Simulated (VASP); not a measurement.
Wanted: the native input for a VASP 6.6.1 run.

```
Task                   : single point
Functional             : PBE
Potentials or basis    : VASP PAW PBE potentials, release 64 (Be, Se, O)
Cutoff                 : 520 eV
k mesh                 : 14 × 14 × 6
Occupations            : gaussian, width 0.1 eV
Spin                   : no spin polarisation
Dipole correction      : no
Further INCAR settings : ALGO = Normal; EDIFF = 1e-07; NBANDS = 21
```

The structure of Be3SeO2 lies in POSCAR:

```
Be3SeO2
1.0
    2.4111591032      0.0000000000      0.0000000000
    0.0000000000      2.4111591032      0.0000000000
    0.0000000000      0.0000000000     17.1480075590
Be Se O
3 1 2
Direct
    0.0000000000      0.0000000000      0.7380227997
    0.0000000000      0.0000000000      0.2619772003
    0.0000000000      0.0000000000      0.5000000000
    0.5000000000      0.5000000000      0.0000000000
    0.5000000000      0.5000000000      0.2621981520
    0.5000000000      0.5000000000      0.7378018480
```

The cell was built from a structure type or drawn by symmetry, and may not be a known phase.

These files were run (other wordings do the same):

INCAR

```
SYSTEM = Be3SeO2
ALGO     = Normal         ! electronic algorithm
EDIFF    = 1E-7           ! SCF threshold, eV
ENCUT    = 520            ! plane-wave cutoff, eV
GGA      = PE             ! functional
ISIF     = 2              ! what is computed and relaxed
ISMEAR   = 0              ! smearing method
LASPH    = .TRUE.         ! aspherical terms in the spheres
LCHARG   = .FALSE.        ! write CHGCAR
LREAL    = .FALSE.        ! projectors in reciprocal space
LWAVE    = .FALSE.        ! write WAVECAR
NBANDS   = 21             ! bands
NELM     = 100            ! most SCF steps
PREC     = Accurate       ! precision mode
SIGMA    = 0.1            ! smearing width, eV
```

KPOINTS

```
k-points
0
G
  14 14 6
  0 0 0
```

Potentials or basis: VASP PAW PBE potentials, release 64 (Be, Se, O).

The run is started by

```bash
$ cat potpaw_PBE.64/Be/POTCAR potpaw_PBE.64/Se/POTCAR potpaw_PBE.64/O/POTCAR > POTCAR
$ mpirun -np 1 vasp_std > vasp.out
```

It gave:

```json
{
 "Pressure": "0.2 GPa",
 "Band gap on the k mesh": "zero (bands 12 and 13 overlap by 3.19 eV)"
}
```

Caveat: this functional lacks dispersion, which binds the layers, so the pressure and a relaxed spacing across them are unreliable.

Wall time 7.2 min on 1 thread of Intel Xeon 8259CL, with other jobs on the host, peak memory 0.4 GiB.
